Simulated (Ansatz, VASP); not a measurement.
# Two plane-wave programs on CaO

```xyz
2
Lattice="0.0000 2.4072 2.3712 2.4072 0.0000 2.3712 2.4072 2.4072 0.0000" Properties=species:S:1:pos:R:3 pbc="T T T"
Ca    0.0000    0.0000    0.0000
O     2.4072    2.4072    2.3712
```

Change from the starting cell: strained cell.

Alike in both runs: task relaxation of the atoms; functional PBEsol; k mesh 8 × 8 × 8; occupations gaussian, width 0.02 eV; no spin polarisation.

|  | VASP | Ansatz |
| --- | --- | --- |
| version | VASP 6.6.1 | Ansatz 0.2.0 |
| potentials or method | VASP PAW PBE potentials, release 64 (Ca_sv, O), cutoff 520 eV | scalar-relativistic, plane waves, PAW |
| valence electrons in the cell | 16 | 16 |

Ansatz gave:

- gap on the k mesh at the Fermi level, each at its own relaxed structure (eV): 3.49

Task: What did VASP give for the same quantities?

Result: gap on the k mesh at the Fermi level, each at its own relaxed structure (eV): 3.47.

VASP's potentials were made for PBE, not for PBEsol, and Ansatz warns of the same on its side. Ansatz's warnings: stress scf threshold loose.

Noted on VASP's run: the relaxation stopped at its first step, so nothing moved.
